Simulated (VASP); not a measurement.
# Cs (I4_1/amd) in VASP: single point with PBE

Aim: the single point of Cs with PBE.

All numbers are computed with VASP 6.6.1; they aren't measurements. Logs are shortened: lines on timing, memory, paths and dates and some standing lists are left out, and cuts for length are marked.

## 1. The cell of the first run

Symmetry: I4_1/amd, No. 141, tetragonal system. Conventional cell: a = 9.215 Å, b = 9.215 Å, c = 5.027 Å, α = 90.00°, β = 90.00°, γ = 90.00°.

## 2. Single point, PBE

INCAR

```
SYSTEM = Cs
PREC = Accurate ; ENCUT = 520
EDIFF = 1E-6 ; ISMEAR = -1
SIGMA = 0.05 ; LREAL = .FALSE.
LASPH = .TRUE. ; NELM = 80
ALGO = Normal ; ISIF = 2
LWAVE = .FALSE. ; LCHARG = .TRUE.
GGA = PE ; LELF = .TRUE.
LVHAR = .TRUE. ; NBANDS = 16
```

KPOINTS

```
regular mesh
0
G
  9 9 9
  0 0 0
```

POSCAR

```
Cs
1.0
   -4.6076946745      4.6076946745      2.5133366645
    4.6076946745     -4.6076946745      2.5133366645
    4.6076946745      4.6076946745     -2.5133366645
Cs
2
Direct
   -0.3750000000     -0.1250000000     -0.2500000000
    0.3750000000      0.1250000000      0.2500000000
```

Potentials or basis: VASP PAW PBE potentials, release 64 (Cs_sv).

Launch:

```
$ cat potpaw_PBE.64/Cs_sv/POTCAR > POTCAR
$ mpirun -np 1 vasp_std > vasp.out
```

OUTCAR:

```text
SYSTEM = Cs
   PREC = Accurate
   ENCUT = 520
   EDIFF = 1E-6
   ISMEAR = -1
   LREAL = .FALSE.
   LASPH = .TRUE.
   NELM = 80
   ISIF = 2
   GGA = PE

 ion  position               nearest neighbor table
   1  0.625  0.875  0.750-
   2  0.375  0.125  0.250-

  LATTYP: Found a body centered tetragonal cell.
 ALAT       =     9.2153893490
 C/A-ratio  =     0.5454651061

  Lattice vectors:

 A1 = (  -4.6076946745,   4.6076946745,   2.5133366645)
 A2 = (   4.6076946745,  -4.6076946745,   2.5133366645)
 A3 = (   4.6076946745,   4.6076946745,  -2.5133366645)

Analysis of symmetry for initial positions (statically):
=====================================================================
 Subroutine PRICEL returns:
 Original cell was already a primitive cell.

 Routine SETGRP: Setting up the symmetry group for a
 body centered tetragonal supercell.

 Subroutine GETGRP returns: Found 16 space group operations
 (whereof  4 operations were pure point group operations)
 out of a pool of 16 trial point group operations.

The static configuration has the point symmetry C_2h.
 The point group associated with its full space group is D_4h.

Analysis of symmetry for dynamics (positions and initial velocities):
=====================================================================
 Subroutine PRICEL returns:
 Original cell was already a primitive cell.

 Routine SETGRP: Setting up the symmetry group for a
 body centered tetragonal supercell.

 Subroutine GETGRP returns: Found 16 space group operations
 (whereof  4 operations were pure point group operations)
 out of a pool of 16 trial point group operations.

The dynamic configuration has the point symmetry C_2h.
 The point group associated with its full space group is D_4h.

 Subroutine INISYM returns: Found 16 space group operations
 (whereof  4 operations are pure point group operations),
 and found     1 'primitive' translations

----------------------------------------------------------------------------------------

                                     Primitive cell

  volume of cell :     213.4411

  direct lattice vectors                    reciprocal lattice vectors
    -4.607694675  4.607694675  2.513336665     0.000000000  0.108514135  0.198938728
     4.607694675 -4.607694675  2.513336665     0.108514135  0.000000000  0.198938728
     4.607694675  4.607694675 -2.513336665     0.108514135  0.108514135  0.000000000

  length of vectors
     6.984165062  6.984165062  6.984165062     0.226609653  0.226609653  0.153462161

  position of ions in fractional coordinates (direct lattice)
     0.625000000  0.875000000  0.750000000
     0.375000000  0.125000000  0.250000000

  ion indices of the primitive-cell ions
   primitive index   ion index
                 1           1
                 2           2

----------------------------------------------------------------------------------------

 KPOINTS: regular mesh

Automatic generation of k-mesh.
 Grid dimensions read from file:
 generate k-points for:    9    9    9

 Generating k-lattice:

  Cartesian coordinates                     Fractional coordinates (reciprocal lattice)
     0.000000000  0.012057126  0.022104303     0.111111111 -0.000000000  0.000000000
     0.012057126  0.000000000  0.022104303    -0.000000000  0.111111111  0.000000000
     0.012057126  0.012057126  0.000000000     0.000000000  0.000000000  0.111111111

  Length of vectors
     0.025178850  0.025178850  0.017051351

  Shift w.r.t. Gamma in fractional coordinates (k-lattice)
     0.000000000  0.000000000  0.000000000

 Subroutine IBZKPT returns following result:
 ===========================================

 Found     75 irreducible k-points:

 Following reciprocal coordinates:
            Coordinates               Weight
  0.000000  0.000000  0.000000      1.000000
  0.111111 -0.000000  0.000000      8.000000
  0.222222 -0.000000  0.000000      8.000000
  0.333333 -0.000000  0.000000      8.000000
  0.444444 -0.000000  0.000000      8.000000
  0.111111  0.111111  0.000000      8.000000
[... 16 lines left out ...]
 -0.333333  0.333333  0.000000      4.000000
  0.444444  0.444444  0.000000      8.000000
 [... further k-points ...]
   k-points           NKPTS =     75   k-points in BZ     NKDIM =     75   number of bands    NBANDS=     16
   number of dos      NEDOS =    301   number of ions     NIONS =      2
   total plane-waves  NPLWV = 157464
   dimension x,y,z NGX =    54 NGY =   54 NGZ =   54
   dimension x,y,z NGXF=   108 NGYF=  108 NGZF=  108
   ions per type =               2
   NGX,Y,Z   is equivalent  to a cutoff of  12.85, 12.85, 12.85 a.u.
   NGXF,Y,Z  is equivalent  to a cutoff of  25.71, 25.71, 25.71 a.u.
 SYSTEM =  Cs
   PREC   = accura    normal or accurate (medium, high low for compatibility)
   ISTART =      0    job   : 0-new  1-cont  2-samecut
   ICHARG =      2    charge: 1-file 2-atom 10-const
   ISPIN  =      1    spin polarized calculation?
   LNONCOLLINEAR =      F non collinear calculations
   LSORBIT =      F    spin-orbit coupling
   LASPH  =      T    aspherical Exc in radial PAW
   ENCUT  =  520.0 eV  38.22 Ry    6.18 a.u.  12.99 12.99 12.99*2*pi/ulx,y,z
   NELM   =     80;   NELMIN=  2; NELMDL= -5     # of ELM steps
   EDIFF  = 0.1E-05   stopping-criterion for ELM
   LREAL  =      F    real-space projection
   EDIFFG = 0.1E-04   stopping-criterion for IOM
   NSW    =      0    number of steps for IOM
   IBRION =     -1    ionic relax: 0-MD 1-quasi-New 2-CG
   NFREE  =      0    steps in history (QN), initial steepest desc. (CG)
   ISIF   =      2    stress and relaxation
   ISYM   =      2    0-nonsym 1-usesym 2-fastsym
   POTIM  = 0.5000    time-step for ionic-motion
   TEBEG  =    0.0;   TEEND  =   0.0 temperature during run
   PSTRESS=    0.0 pullay stress
   NELECT =      18.0000    total number of electrons
   NUPDOWN=      -1.0000    fix difference up-down
   EMIN   =  10.00;   EMAX   =-10.00  energy-range for DOS
   EFERMI =   0.00;   METHOD = LEGACY
   ISMEAR =    -1;   SIGMA  =   0.05  broadening in eV -4-tet -1-fermi 0-gaus
   EFERMI_NEDOS =   21; number of points for ismear=-14 and -15
   IALGO  =     38    algorithm
   IMIX   =      4    mixing-type and parameters
     AMIX     =   0.40;   BMIX     =  1.00
     AMIX_MAG =   1.60;   BMIX_MAG =  1.00
  volume/ion in A,a.u.               =     106.72       720.19
  Fermi-wavevector in a.u.,A,eV,Ry     =   0.717915  1.356662  7.012468  0.515402
  Thomas-Fermi vector in A             =   1.806718
   LORBIT       =      0    0 simple, 1 ext, 2 COOP (PROOUT), +10 PAW based schemes
   GGA     = PE    functional components
   LHFCALC =     F    Hartree Fock is set to
   AEXX    =    0.0000 exact exchange contribution
   IVDW    =     0    specifies the selected vdW correction
   LEPSILON=     F    determine dielectric tensor
   LRPA    =     F    only Hartree local field effects (RPA)
 non-spin polarized calculation
  energy-cutoff  :      520.00
  volume of cell :      213.44
 maximum number of plane-waves:      5771
 NGX is ok and might be reduce to    54
   NGX = 25   NGY = 25   NGZ = 25

 number of electron      18.0000002 magnetization

 Free energy of the ion-electron system (eV)
  ---------------------------------------------------
  ext. energy  EPLUGINS =         0.00000000
  ---------------------------------------------------
  free energy    TOTEN  =        -1.57099326 eV

  energy without entropy =       -1.55100176  energy(sigma->0) =       -1.56099751

 E-fermi :   0.6708     XC(G=0):  -5.5948

 val. band max:        0.6683889444   @ k =   0.3333   0.3333   0.1111
 cond. band min:       0.6883689850   @ k =  -0.3333   0.3333   0.1111
 fundamental gap:      0.0199800405
 Fermi energy:         0.6707939890

 k-point     1 :       0.0000    0.0000    0.0000
  band No.  band energies     occupation
      1     -23.2662      2.00000
      2     -23.2409      2.00000
      3     -10.1787      2.00000
      4     -10.1787      2.00000
      5      -9.9824      2.00000
      6      -9.9794      2.00000
[... 8 lines left out ...]
     15       3.1358      0.00000
     16       3.9172      0.00000

 k-point     2 :       0.1111   -0.0000    0.0000
  band No.  band energies     occupation
      1     -23.2648      2.00000
      2     -23.2408      2.00000
      3     -10.1770      2.00000
      4     -10.1698      2.00000
      5     -10.0036      2.00000
      6      -9.9990      2.00000
[... 8 lines left out ...]
     15       2.9025      0.00000
     16       3.6250      0.00000

 k-point     3 :       0.2222   -0.0000    0.0000
  band No.  band energies     occupation
      1     -23.2612      2.00000
      2     -23.2407      2.00000
      3     -10.1728      2.00000
      4     -10.1489      2.00000
      5     -10.0547      2.00000
      6     -10.0424      2.00000
[... 8 lines left out ...]
     15       2.9924      0.00000
     16       3.2561      0.00000

 k-point     4 :       0.3333   -0.0000    0.0000
  band No.  band energies     occupation
      1     -23.2568      2.00000
      2     -23.2409      2.00000
      3     -10.1679      2.00000
      4     -10.1413      2.00000
      5     -10.1084      2.00000
      6     -10.0722      2.00000
[... 8 lines left out ...]
     15       3.0916      0.00000
     16       3.2195      0.00000
[... 324 lines left out ...]
 k-point    22 :      -0.4444    0.3333    0.0000
  band No.  band energies     occupation
      1     -23.2570      2.00000
      2     -23.2486      2.00000
      3     -10.1382      2.00000
      4     -10.0990      2.00000
      5     -10.0754      2.00000
      6     -10.0336      2.00000
[... 8 lines left out ...]
     15       3.0118      0.00000
     16       3.5406      0.00000

 k-point    23 :      -0.3333    0.3333    0.0000
  band No.  band energies     occupation
      1     -23.2598      2.00000
      2     -23.2472      2.00000
      3     -10.1344      2.00000
      4     -10.1339      2.00000
      5     -10.0414      2.00000
      6     -10.0294      2.00000
[... 8 lines left out ...]
     15       3.0501      0.00000
     16       3.7785      0.00000

 k-point    24 :       0.4444    0.4444    0.0000
  band No.  band energies     occupation
      1     -23.2531      2.00000
      2     -23.2525      2.00000
      3     -10.1131      2.00000
      4     -10.1039      2.00000
      5     -10.0722      2.00000
      6     -10.0594      2.00000
[... 8 lines left out ...]
     15       3.0854      0.00000
     16       3.2223      0.00000

 [... further k-points ...]
[... 5 lines left out ...]
  --------------------------------------------------------------------------------------
  -------------------------------------------------------------------------------------
  Total        0.4026111      0.4026111      0.3898939     -0.0000000      0.0000000      0.0000000
  in kB        3.0221658      3.0221658      2.9267049     -0.0000000      0.0000000      0.0000000
  external PRESSURE =       2.9903455 kB  Pullay stress =       0.0000000 kB

 VOLUME and BASIS-vectors are now :
 -----------------------------------------------------------------------------
  energy-cutoff  :      520.00
  volume of cell :      213.44
      direct lattice vectors                 reciprocal lattice vectors
    -4.607694675  4.607694675  2.513336665     0.000000000  0.108514135  0.198938728
     4.607694675 -4.607694675  2.513336665     0.108514135  0.000000000  0.198938728
     4.607694675  4.607694675 -2.513336665     0.108514135  0.108514135  0.000000000

 POSITION                                       TOTAL-FORCE (eV/Angst)
 -----------------------------------------------------------------------------------
      4.60769      2.30385      1.88500         0.000000      0.000000     -0.000000
     -0.00000      2.30385      0.62833        -0.000000     -0.000000      0.000000
 -----------------------------------------------------------------------------------
    total drift:                                0.000000      0.000000      0.000000

  FREE ENERGIE OF THE ION-ELECTRON SYSTEM (eV)
  ---------------------------------------------------
  free  energy   TOTEN  =        -1.5709932617 eV

  energy  without entropy=       -1.5510017561  energy(sigma->0) =       -1.56099751
```

Run time: 6.4 min. Hardware: 1 thread of Oxide Virtual Turin-like, shared host; peak memory 0.47 GiB.

What came out:

```
Free energy            : -1.5710 eV
Pressure               : 0.3 GPa
Band gap on the k mesh : zero (band 9 reaches 1.20 eV, above the bottom of band 10 at 0.12 eV)
```

Levels at points of the mesh, in eV from the Fermi level:
```tsv
k point	band 7	band 8	band 9	band 10	band 11	band 12
(0.00, 0.00, 0.00)	-10.64	-10.64	-1.76	0.29	1.17	1.57
```

Caveat: spin-orbit coupling is left out, which moves the levels of the heavy elements.
